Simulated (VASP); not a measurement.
A run of VASP 6.6.1 is set up as follows.

Contents of INCAR:

```
PREC = Accurate
ENCUT = 600
EDIFF = 1E-8
ISMEAR = 0
SIGMA = 0.01
LREAL = False
LASPH = True
NELM = 80
ALGO = Normal
ISIF = 3
LWAVE = False
LCHARG = False
GGA = PS
NBANDS = 20
IBRION = 6
NFREE = 2
POTIM = 0.015
NSW = 1
```

The input KPOINTS:

```
Automatic mesh
0
Gamma
  6 6 6
```

Contents of POSCAR:

```
CdF2
1.0
    0.0000000000      2.6838709449      2.6838709449
    2.6838709449      0.0000000000      2.6838709449
    2.6838709449      2.6838709449      0.0000000000
Cd F
1 2
Direct
    0.0000000000      0.0000000000      0.0000000000
    0.2500000000      0.2500000000      0.2500000000
    0.7500000000      0.7500000000      0.7500000000
```

Potentials or basis: VASP PAW PBE potentials, release 64 (Cd, F).

Run with:

```bash
$ cat potpaw_PBE.64/Cd/POTCAR potpaw_PBE.64/F/POTCAR > POTCAR
$ mpirun -np 1 vasp_std > vasp.out
```

Question: What does it give for the elastic constants C11, C12, C44?

Answer: 188, 79, 23 GPa.

Question: Predict the Voigt bulk modulus.

Answer: 115 GPa.

Question: What does it give for the highest phonon frequency at Γ, LO-TO splitting left out?

Answer: 311 cm⁻¹.

Clamped-ion elastic tensor (GPa):
```
188  79  79   0   0   0
 79 188  79   0   0   0
 79  79 188   0   0   0
  0   0   0  30   0   0
  0   0   0   0  30   0
  0   0   0   0   0  30
```

Caveat: the cell is under stress, which shifts elastic constants; the PAW data sets were made with another functional, which shifts forces and pressure a little.
